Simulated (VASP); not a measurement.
# CoO (R-3m) in VASP: further runs, part 2 of 2

VASP 6.6.1. The steps go on from the part before.

### 4 Relaxation of shape and atoms at fixed volume, PBE+U, collinear spin, ferromagnetic start (9.51 Å³/atom)

This run uses another cell than the first one, of 9.51 Å³/atom.

INCAR

```
SYSTEM = CoO
PREC = Accurate ; ENCUT = 600
EDIFF = 1E-7 ; ISMEAR = 0
SIGMA = 0.02 ; LREAL = .False.
LASPH = .True. ; NELM = 150
ALGO = Normal ; ISIF = 4
LWAVE = .False. ; LCHARG = .False.
ISPIN = 2 ; MAGMOM = 2.88 0.24
LORBIT = 11 ; LMAXMIX = 4
LDAU = .True. ; LDAUTYPE = 2
LDAUL = 2 -1 ; LDAUU = 3.32 0
LDAUJ = 0 0 ; LDAUPRINT = 1
GGA = PE ; IBRION = 2
NSW = 50 ; EDIFFG = -0.01
```

KPOINTS

```
Automatic mesh
0
Gamma
  12 12 12
  0 0 0
```

POSCAR

```
CoO
1.0
    1.5053768277      0.8691297167      2.4230111189
   -1.5053768277      0.8691297167      2.4230111189
    0.0000000000     -1.7382594334      2.4230111189
Co O
1 1
Direct
    0.0000000000      0.0000000000      0.0000000000
    0.5000000000      0.5000000000      0.5000000000
```

Potentials or basis: VASP PAW PBE potentials, release 64 (Co, O).

Command:

```sh
$ cat potpaw_PBE.64/Co/POTCAR potpaw_PBE.64/O/POTCAR > POTCAR
$ mpirun -np 1 vasp_std > vasp.out
```

OUTCAR:

```text
SYSTEM = CoO
   PREC = Accurate
   ENCUT = 600
   EDIFF = 1E-7
   ISMEAR = 0
   LREAL = .False.
   LASPH = .True.
   NELM = 150
   ISIF = 4
   ISPIN = 2
   LORBIT = 11
   GGA = PE
   IBRION = 2
   NSW = 50
   EDIFFG = -0.01

 ion  position               nearest neighbor table
   1  0.000  0.000  0.000-   2 2.12   2 2.12   2 2.12   2 2.12   2 2.12   2 2.12
   2  0.500  0.500  0.500-   1 2.12   1 2.12   1 2.12   1 2.12   1 2.12   1 2.12

  LATTYP: Found a trigonal (rhomboedric) cell.
 ALAT       =     2.9820343291
 COS(alpha) =     0.4903228408

  Lattice vectors:

 A1 = (   1.5053768277,   0.8691297167,   2.4230111189)
 A2 = (  -1.5053768277,   0.8691297167,   2.4230111189)
 A3 = (   0.0000000000,  -1.7382594334,   2.4230111189)

Analysis of symmetry for initial positions (statically):
=====================================================================
 Subroutine PRICEL returns:
 Original cell was already a primitive cell.

 Routine SETGRP: Setting up the symmetry group for a
 trigonal (rhombohedral) supercell.

 Subroutine GETGRP returns: Found 12 space group operations
 (whereof 12 operations were pure point group operations)
 out of a pool of 12 trial point group operations.

The static configuration has the point symmetry D_3d.

Analysis of symmetry for dynamics (positions and initial velocities):
=====================================================================
 Subroutine PRICEL returns:
 Original cell was already a primitive cell.

 Routine SETGRP: Setting up the symmetry group for a
 trigonal (rhombohedral) supercell.

 Subroutine GETGRP returns: Found 12 space group operations
 (whereof 12 operations were pure point group operations)
 out of a pool of 12 trial point group operations.

The dynamic configuration has the point symmetry D_3d.

Analysis of structural, dynamic, and magnetic symmetry:
=====================================================================
 Subroutine PRICEL returns:
 Original cell was already a primitive cell.

 Routine SETGRP: Setting up the symmetry group for a
 trigonal (rhombohedral) supercell.

 Subroutine GETGRP returns: Found 12 space group operations
 (whereof 12 operations were pure point group operations)
 out of a pool of 12 trial point group operations.

The overall configuration has the point symmetry D_3d.

 Subroutine INISYM returns: Found 12 space group operations
 (whereof 12 operations are pure point group operations),
 and found     1 'primitive' translations

----------------------------------------------------------------------------------------

                                     Primitive cell

  volume of cell :      19.0211

  direct lattice vectors                    reciprocal lattice vectors
     1.505376828  0.869129717  2.423011119     0.332142750  0.191762706  0.137569874
    -1.505376828  0.869129717  2.423011119    -0.332142750  0.191762706  0.137569874
     0.000000000 -1.738259433  2.423011119     0.000000000 -0.383525413  0.137569874

  length of vectors
[... 116 lines left out ...]
   LRPA    =     F    only Hartree local field effects (RPA)
 conjugate gradient relaxation of ions
 spin polarized calculation
 Gauss-broadening in eV      SIGMA  =   0.02
  energy-cutoff  :      600.00
  volume of cell :       19.02
 maximum number of plane-waves:       646
   NGX = 11   NGY = 11   NGZ = 11

--------------------------------------- Ionic step        1  -------------------------------------------

 number of electron      15.0000003 magnetization       3.0000047

 Free energy of the ion-electron system (eV)
  ---------------------------------------------------
  ext. energy  EPLUGINS =         0.00000000
  ---------------------------------------------------
  free energy    TOTEN  =       -11.48761242 eV

  energy without entropy =      -11.48733763  energy(sigma->0) =      -11.48747502

------------------------ aborting loop because EDIFF is reached ----------------------------------------

  FORCE on cell =-STRESS in cart. coord.  units (eV):
  Direction    XX          YY          ZZ          XY          YZ          ZX
  --------------------------------------------------------------------------------------
  -------------------------------------------------------------------------------------
  Total        0.3814515      0.3814515      0.2518125      0.0000000      0.0000000     -0.0000000
  in kB       32.1302039     32.1302039     21.2105274      0.0000000      0.0000000     -0.0000000
  external PRESSURE =      28.4903117 kB  Pullay stress =       0.0000000 kB
[... 89 lines left out ...]
  FREE ENERGIE OF THE ION-ELECTRON SYSTEM (eV)
  ---------------------------------------------------
  free  energy   TOTEN  =       -11.4883052578 eV

  energy  without entropy=      -11.4880338589  energy(sigma->0) =      -11.48816956

atom =   1  type =  1  l = 2

 onsite density matrix

spin component  1

  0.9847  0.0000  0.0000 -0.0212 -0.0000
  0.0000  0.9983  0.0000 -0.0000 -0.0212
  0.0000  0.0000  0.9666  0.0000 -0.0000
 -0.0212 -0.0000  0.0000  0.9983  0.0000
 -0.0000 -0.0212 -0.0000  0.0000  0.9847

spin component  2

  0.4659 -0.0000 -0.0000  0.1265 -0.0000
 -0.0000  0.1781 -0.0000  0.0000  0.1265
 -0.0000 -0.0000  0.9573 -0.0000 -0.0000
  0.1265  0.0000 -0.0000  0.1781 -0.0000
 -0.0000  0.1265 -0.0000 -0.0000  0.4659

 occupancies and eigenvectors

  o =  0.1304  v =  0.0000  0.0000  0.0000  0.0000  0.0000  0.0000  0.9357 -0.0000 -0.0000 -0.3529      0.0000  0.0000  0.0000  0.0000  0.0000  0.0000  0.0000  0.0000  0.0000  0.0000
  o =  0.1304  v =  0.0000  0.0000  0.0000  0.0000  0.0000 -0.3529  0.0000 -0.0000  0.9357 -0.0000      0.0000  0.0000  0.0000  0.0000  0.0000  0.0000  0.0000  0.0000  0.0000  0.0000
  o =  0.5136  v =  0.0000  0.0000  0.0000  0.0000  0.0000 -0.0000 -0.3529 -0.0000 -0.0000 -0.9357      0.0000  0.0000  0.0000  0.0000  0.0000  0.0000  0.0000  0.0000  0.0000  0.0000
  o =  0.5136  v =  0.0000  0.0000  0.0000  0.0000  0.0000  0.9357 -0.0000 -0.0000  0.3529 -0.0000      0.0000  0.0000  0.0000  0.0000  0.0000  0.0000  0.0000  0.0000  0.0000  0.0000
  o =  0.9573  v =  0.0000  0.0000  0.0000  0.0000  0.0000  0.0000  0.0000 -1.0000  0.0000  0.0000      0.0000  0.0000  0.0000  0.0000  0.0000  0.0000  0.0000  0.0000  0.0000  0.0000
  o =  0.9666  v =  0.0000  0.0000  1.0000  0.0000  0.0000  0.0000  0.0000  0.0000  0.0000  0.0000      0.0000  0.0000  0.0000  0.0000  0.0000  0.0000  0.0000  0.0000  0.0000  0.0000
  o =  0.9693  v =  0.0000  0.5896 -0.0000  0.0000  0.8077  0.0000  0.0000  0.0000  0.0000  0.0000      0.0000  0.0000  0.0000  0.0000  0.0000  0.0000  0.0000  0.0000  0.0000  0.0000
  o =  0.9693  v = -0.8077  0.0000  0.0000 -0.5896 -0.0000  0.0000  0.0000  0.0000  0.0000  0.0000      0.0000  0.0000  0.0000  0.0000  0.0000  0.0000  0.0000  0.0000  0.0000  0.0000
  o =  1.0138  v =  0.0000 -0.8077 -0.0000 -0.0000  0.5896  0.0000  0.0000  0.0000  0.0000  0.0000      0.0000  0.0000  0.0000  0.0000  0.0000  0.0000  0.0000  0.0000  0.0000  0.0000
  o =  1.0138  v = -0.5896 -0.0000 -0.0000  0.8077  0.0000  0.0000  0.0000  0.0000  0.0000  0.0000      0.0000  0.0000  0.0000  0.0000  0.0000  0.0000  0.0000  0.0000  0.0000  0.0000

--------------------------------------- Ionic step        4  -------------------------------------------

 number of electron      15.0000004 magnetization       3.0000000

 Free energy of the ion-electron system (eV)
  ---------------------------------------------------
  ext. energy  EPLUGINS =         0.00000000
  ---------------------------------------------------
  free energy    TOTEN  =       -11.48835041 eV

  energy without entropy =      -11.48809636  energy(sigma->0) =      -11.48822338

 E-fermi :   7.9166     XC(G=0): -12.4704

 val. band max:        7.9161540770   @ k =  -0.1667   0.1667   0.0000
 cond. band min:       7.9195282727   @ k =  -0.2500   0.0833  -0.0000
 fundamental gap:      0.0033741957
 Fermi energy:         7.9165967833

 spin component 1

 k-point     1 :       0.0000    0.0000    0.0000
  band No.  band energies     occupation
      1     -12.0305      1.00000
      2       2.9907      1.00000
      3       2.9907      1.00000
      4       3.1981      1.00000
      5       3.1981      1.00000
      6       3.9548      1.00000
      7       5.0760      1.00000
      8       5.0760      1.00000
      9       5.3058      1.00000
     10       9.2697      0.00000
     11      25.0709      0.00000
     12      25.0964      0.00000
[... 786 lines left out ...]
  FREE ENERGIE OF THE ION-ELECTRON SYSTEM (eV)
  ---------------------------------------------------
  free  energy   TOTEN  =       -11.4883504065 eV

  energy  without entropy=      -11.4880963598  energy(sigma->0) =      -11.48822338

 reached required accuracy - stopping structural energy minimisation

 total charge

# of ion       s       p       d       tot
------------------------------------------
    1        0.302   0.374   7.153   7.829
    2        1.549   3.458   0.000   5.008
--------------------------------------------------
tot          1.852   3.832   7.153  12.837

 magnetization (x)

# of ion       s       p       d       tot
------------------------------------------
    1        0.021   0.017   2.686   2.724
    2        0.024   0.233   0.000   0.256
--------------------------------------------------
tot          0.044   0.250   2.686   2.980
```

CONTCAR:

```text
CoO
   1.00000000000000
     1.5137944385898643    0.8739896266127384    2.3961392301901996
    -1.5137944385898643    0.8739896266127384    2.3961392301901996
     0.0000000000000000   -1.7479792532254765    2.3961392301901996
  Co              O
     1     1
Direct
     0.0000000000000000    0.0000000000000000    1.0000000000000000
     0.5000000000000000    0.5000000000000000    0.5000000000000000

  0.00000000E+00  0.00000000E+00  0.00000000E+00
  0.00000000E+00  0.00000000E+00  0.00000000E+00
```

Run time: 1.7 min. Hardware: 1 thread of Intel Xeon 6975P-C (Granite Rapids), shared host; peak memory 0.22 GiB.

Results:

```
Free energy                                           : -11.4884 eV
Energy gained by relaxing                             : 0.4 meV/atom
Ionic steps                                           : 4
Pressure after relaxing                               : 2.7 GPa
Band gap on the k mesh                                : zero (filled and empty bands overlap)
Net moment                                            : 3.00 μB per cell
Site moments                                          : Co +2.72; O +0.26 μB
Valence electrons inside the program's atomic spheres : Co 7.83; O 5.01
```

Step by step:
| step | energy change (eV) | largest force (eV/Å) | pressure (GPa) | volume (Å³) |
| --- | --- | --- | --- | --- |
| 1 | 0.0000 | 0.0000 | 2.85 | 19.02 |
| 2 | -0.0003 | 0.0000 | 2.81 | 19.02 |
| 3 | -0.0007 | 0.0000 | 2.75 | 19.02 |
| 4 | -0.0007 | 0.0000 | 2.71 | 19.02 |

Final structure:
```
Co O
1.0
     1.51379    0.87399    2.39614
    -1.51379    0.87399    2.39614
     0.00000   -1.74798    2.39614
Co O
1 1
Direct
  0.00000 0.00000 0.00000
  0.50000 0.50000 0.50000
```

Eigenvalues of the final occupation matrices:
```tsv
site	spin	trace	eigenvalues
site 1 d	1	4.93	0.97 0.97 0.97 1.01 1.01
site 1 d	2	2.25	0.13 0.13 0.51 0.51 0.96
```

Caveat: a cell with one magnetic atom can't hold antiferromagnetic order, which such compounds often take.

### 5 Relaxation of shape and atoms at fixed volume, PBE+U, collinear spin, ferromagnetic start (9.81 Å³/atom)

This run uses another cell than the first one, of 9.81 Å³/atom.

INCAR

```
ALGO     = Normal         # electronic algorithm
EDIFF    = 1E-6           # SCF threshold, eV
EDIFFG   = -0.01          # ionic threshold
ENCUT    = 600            # plane-wave cutoff, eV
GGA      = PE             # functional
IBRION   = 2              # ionic algorithm
ISIF     = 4              # what is computed and relaxed
ISMEAR   = 0              # smearing method
ISPIN    = 2              # spin polarisation
LASPH    = True           # aspherical terms in the spheres
LCHARG   = False          # write CHGCAR
LDAU     = True           # DFT+U
LDAUJ    = 0 0          
LDAUL    = 2 -1           # shell
LDAUPRINT= 1            
LDAUTYPE = 2            
LDAUU    = 3.32 0         # U, eV
LMAXMIX  = 4              # l up to which the mixer works
LORBIT   = 11             # projections on sites
LREAL    = False          # projectors in reciprocal space
LWAVE    = False          # write WAVECAR
MAGMOM   = 2.88 0.24      # initial moments
NELM     = 150            # most SCF steps
NSW      = 50             # ionic steps
PREC     = Accurate       # precision mode
SIGMA    = 0.02           # smearing width, eV
```

KPOINTS

```
k-points
0
Gamma
  12 12 12
```

POSCAR

```
CoO
1.0
    1.5212240641      0.8782791229      2.4485183736
   -1.5212240641      0.8782791229      2.4485183736
    0.0000000000     -1.7565582458      2.4485183736
Co O
1 1
Direct
    0.0000000000      0.0000000000      0.0000000000
    0.5000000000      0.5000000000      0.5000000000
```

Potentials or basis: VASP PAW PBE potentials, release 64 (Co, O).

Command:

```sh
$ cat potpaw_PBE.64/Co/POTCAR potpaw_PBE.64/O/POTCAR > POTCAR
$ mpirun -np 1 vasp_std > vasp.out
```

OUTCAR:

```text
EDIFF = 1E-6
   EDIFFG = -0.01
   ENCUT = 600
   GGA = PE
   IBRION = 2
   ISIF = 4
   ISMEAR = 0
   ISPIN = 2
   LASPH = True
   LORBIT = 11
   LREAL = False
   NELM = 150
   NSW = 50
   PREC = Accurate

 ion  position               nearest neighbor table
   1  0.000  0.000  0.000-   2 2.14   2 2.14   2 2.14   2 2.14   2 2.14   2 2.14
   2  0.500  0.500  0.500-   1 2.14   1 2.14   1 2.14   1 2.14   1 2.14   1 2.14

  LATTYP: Found a trigonal (rhomboedric) cell.
 ALAT       =     3.0134264711
 COS(alpha) =     0.4903228408

  Lattice vectors:

 A1 = (   1.5212240641,   0.8782791229,   2.4485183736)
 A2 = (  -1.5212240641,   0.8782791229,   2.4485183736)
 A3 = (   0.0000000000,  -1.7565582458,   2.4485183736)

Analysis of symmetry for initial positions (statically):
=====================================================================
 Subroutine PRICEL returns:
 Original cell was already a primitive cell.

 Routine SETGRP: Setting up the symmetry group for a
 trigonal (rhombohedral) supercell.

 Subroutine GETGRP returns: Found 12 space group operations
 (whereof 12 operations were pure point group operations)
 out of a pool of 12 trial point group operations.
[... 281 lines left out ...]
  o =  0.9685  v = -0.8106 -0.0000 -0.0000 -0.5856  0.0000  0.0000  0.0000  0.0000  0.0000  0.0000      0.0000  0.0000  0.0000  0.0000  0.0000  0.0000  0.0000  0.0000  0.0000  0.0000
  o =  1.0099  v =  0.0000 -0.8106 -0.0000  0.0000  0.5856  0.0000  0.0000  0.0000  0.0000  0.0000      0.0000  0.0000  0.0000  0.0000  0.0000  0.0000  0.0000  0.0000  0.0000  0.0000
  o =  1.0099  v =  0.5856 -0.0000 -0.0000 -0.8106  0.0000  0.0000  0.0000  0.0000  0.0000  0.0000      0.0000  0.0000  0.0000  0.0000  0.0000  0.0000  0.0000  0.0000  0.0000  0.0000

--------------------------------------- Ionic step        3  -------------------------------------------

 number of electron      15.0000004 magnetization       3.0000002

 Free energy of the ion-electron system (eV)
  ---------------------------------------------------
  ext. energy  EPLUGINS =         0.00000000
  ---------------------------------------------------
  free energy    TOTEN  =       -11.48914626 eV

  energy without entropy =      -11.48886086  energy(sigma->0) =      -11.48900356

 E-fermi :   7.4961     XC(G=0): -12.2906

 val. band max:        7.4898063590   @ k =  -0.3333   0.1667   0.0833
 cond. band min:       7.4968202686   @ k =  -0.1667   0.1667   0.0000
 fundamental gap:      0.0070139096
 Fermi energy:         7.4960660126

 spin component 1

 k-point     1 :       0.0000    0.0000    0.0000
  band No.  band energies     occupation
      1     -12.1881      1.00000
      2       2.5969      1.00000
      3       2.5969      1.00000
      4       2.8194      1.00000
      5       2.8194      1.00000
      6       3.5496      1.00000
      7       4.7795      1.00000
      8       4.7795      1.00000
      9       4.9584      1.00000
     10       8.6647      0.00000
     11      24.5233      0.00000
     12      24.5233      0.00000
[... 786 lines left out ...]
  FREE ENERGIE OF THE ION-ELECTRON SYSTEM (eV)
  ---------------------------------------------------
  free  energy   TOTEN  =       -11.4891462604 eV

  energy  without entropy=      -11.4888608600  energy(sigma->0) =      -11.48900356

 reached required accuracy - stopping structural energy minimisation

 total charge

# of ion       s       p       d       tot
------------------------------------------
    1        0.294   0.353   7.132   7.778
    2        1.549   3.441   0.000   4.991
--------------------------------------------------
tot          1.843   3.794   7.132  12.768

 magnetization (x)

# of ion       s       p       d       tot
------------------------------------------
    1        0.021   0.017   2.689   2.727
    2        0.023   0.229   0.000   0.251
--------------------------------------------------
tot          0.043   0.246   2.689   2.978
```

Wall time 78 s (1 thread of Intel Xeon 6975P-C (Granite Rapids), shared host); peak memory 0.23 GiB.

What came out:

```yaml
Free_energy: -11.4891 eV
Energy_gained_by_relaxing: 0.2 meV/atom
Ionic_steps: 3
Pressure_after_relaxing: -2.9 GPa
Band_gap_on_the_k_mesh: zero (filled and empty bands overlap)
Net_moment: 3.00 μB per cell
Site_moments: Co +2.73; O +0.25 μB
Valence_electrons_inside_the_program's_atomic_spheres: Co 7.78; O 4.99
```

The path:
```
step  energy change (eV)  largest force (eV/Å)  pressure (GPa)  volume (Å³)
   1              0.0000                0.0000           -2.84        19.63
   2             -0.0002                0.0000           -2.87        19.63
   3             -0.0004                0.0000           -2.92        19.63
```

Final structure:
```
Co O
1.0
     1.52609    0.88109    2.43294
    -1.52609    0.88109    2.43294
     0.00000   -1.76217    2.43294
Co O
1 1
Direct
  0.00000 0.00000 0.00000
  0.50000 0.50000 0.50000
```

Eigenvalues of the final occupation matrices:
```tsv
site	spin	trace	eigenvalues
site 1 d	1	4.92	0.97 0.97 0.97 1.01 1.01
site 1 d	2	2.23	0.12 0.12 0.51 0.51 0.96
```

Caveat: a cell with one magnetic atom can't hold antiferromagnetic order, which such compounds often take. The state reached can hang on the start; a lower one may exist.

### 6 Overview

```tsv
task	cell	gap on the mesh (eV)	pressure (GPa)	moment (μB)
relaxation of cell and atoms	relaxed from a = 3.044 Å, angles 60.6°, 2 atoms	none	0.0	3.00
relaxation of shape and atoms at fixed volume	relaxed from a = 3.074 Å, angles 60.6°, 2 atoms	none	-11.7	3.00
relaxation of shape and atoms at fixed volume	relaxed from a = 2.982 Å, angles 60.6°, 2 atoms	none	2.7	3.00
relaxation of shape and atoms at fixed volume	relaxed from a = 3.013 Å, angles 60.6°, 2 atoms	none	-2.9	3.00
```

Alike in all rows: level PBE+U; potentials or basis VASP PAW PBE potentials, release 64 (Co, O); spin collinear, ferromagnetic start; Co d U = 3.32 eV; k mesh 12 × 12 × 12; cutoff (eV) 600; smearing gaussian 0.02 eV.

Caveats: a cell with one magnetic atom can't hold antiferromagnetic order, which such compounds often take.

Total energies depend on the potentials used, so only differences within one code and one set of settings carry meaning.
